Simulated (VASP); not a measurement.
Write the native input for VASP 6.6.1 that does the following.

- Task: relaxation of cell and atoms
- Functional: PBE
- Dispersion: D3(BJ)
- Potentials or basis: VASP PAW PBE potentials, release 64 (Al)
- Cutoff: 600 eV
- k mesh: 21 × 21 × 10
- Occupations: gaussian, width 0.1 eV
- Spin: no spin polarisation
- Target pressure: 90 GPa
- Dipole correction: no
- Further INCAR settings: ALGO = Fast; EDIFF = 1e-06; IBRION = 2; EDIFFG = -0.008; NSW = 70; ISIF = 3

The structure of Al lies in POSCAR:

```
Al
1.0
    2.4788225142      0.0000000000      0.0000000000
   -1.2394112571      2.1467232688      0.0000000000
    0.0000000000      0.0000000000      4.0460233784
Al
2
Direct
    0.6666666667      0.3333333333      0.7500000000
    0.3333333333      0.6666666667      0.2500000000
```

This isn't the form of Al at room conditions, which is fcc.

The input as run:

INCAR

```
SYSTEM = Al
  PREC = Accurate
  ENCUT = 600
  EDIFF = 1E-6
  ISMEAR = 0
  SIGMA = 0.1
  LREAL = .FALSE.
  LASPH = .TRUE.
  NELM = 60
  ALGO = Fast
  ISIF = 3
  LWAVE = .FALSE.
  LCHARG = .FALSE.
  GGA = PE
  IVDW = 12
  IBRION = 2
  NSW = 70
  EDIFFG = -0.008
  PSTRESS = 900.0
```

KPOINTS

```
Automatic mesh
0
G
  21 21 10
  0 0 0
```

Potentials or basis: VASP PAW PBE potentials, release 64 (Al).

Command:

```bash
$ cat potpaw_PBE.64/Al/POTCAR > POTCAR
$ mpirun -np 1 vasp_std > vasp.out
```

It gave:

| Property | Result |
| --- | --- |
| Relaxed volume | 10.31 Å³/atom |
| Relaxed cell | a = 2.446 Å, b = 2.446 Å, c = 3.980 Å, α = 90.00°, β = 90.00°, γ = 120.00° |
| Space group after relaxing (to 0.1 Å) | P6_3/mmc (No. 194) |
| Energy change on relaxing (the run minimises the enthalpy) | +233.1 meV/atom |
| Ionic steps | 9 |
| Pressure after relaxing | 90.0 GPa |
| Band gap on the k mesh | zero (bands 3 and 4 overlap by 9.04 eV) |
| Dispersion energy per atom | -0.548 eV |

Caveat: the cell is relaxed towards a set pressure, so the run minimises the enthalpy, not the energy.

It took 2.7 min on 1 thread of Intel(R) Xeon(R) Platinum 8175M CPU @ 2.50GHz (Skylake/Cascade Lake), with other jobs on the host, peak memory 0.19 GiB.
